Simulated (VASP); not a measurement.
Runs of VASP 6.6.1 on Ca2SiS6. The structure is that of space group Fm-3m (No. 225), or close to it. The cells are those of the table. 

| task | cell | k mesh | cutoff (eV) | gap on the mesh (eV) | pressure (GPa) | relaxed volume (Å³/atom) | largest force (eV/Å) |
| --- | --- | --- | --- | --- | --- | --- | --- |
| single point | a = 6.222 Å, angles 60.0°, 9 atoms | 4 × 4 × 4 | 520 | none | (b) | - | - |
| relaxation of cell and atoms | relaxed from a = 6.357 Å, angles 60.0°, 9 atoms | 8 × 8 × 8 | 600 | none | 0.1 | (a) | - |
| single point | a = 6.370 Å, angles 60.0°, 9 atoms | 8 × 8 × 8 | 520 | none | -0.1 | - | 0.01 |
| single point | a = 6.357 Å, angles 60.0°, 9 atoms | 4 × 4 × 4 | 520 | none | -0.1 | - | 0.02 |
| relaxation of cell and atoms | relaxed from a = 6.222 Å, angles 60.0°, 9 atoms | 4 × 4 × 4 | 600 | none | 0.0 | 20.18 | - |

Alike in all rows: level PBE; potentials or basis VASP PAW PBE potentials, release 64 (Ca_sv, Si, S); no spin polarisation; smearing gaussian 0.1 eV.

Problem. Estimate the missing entries.

Solution. (a) 20.28; (b) 4.6.

A gap of «none» marks levels without a gap at the run's occupations.
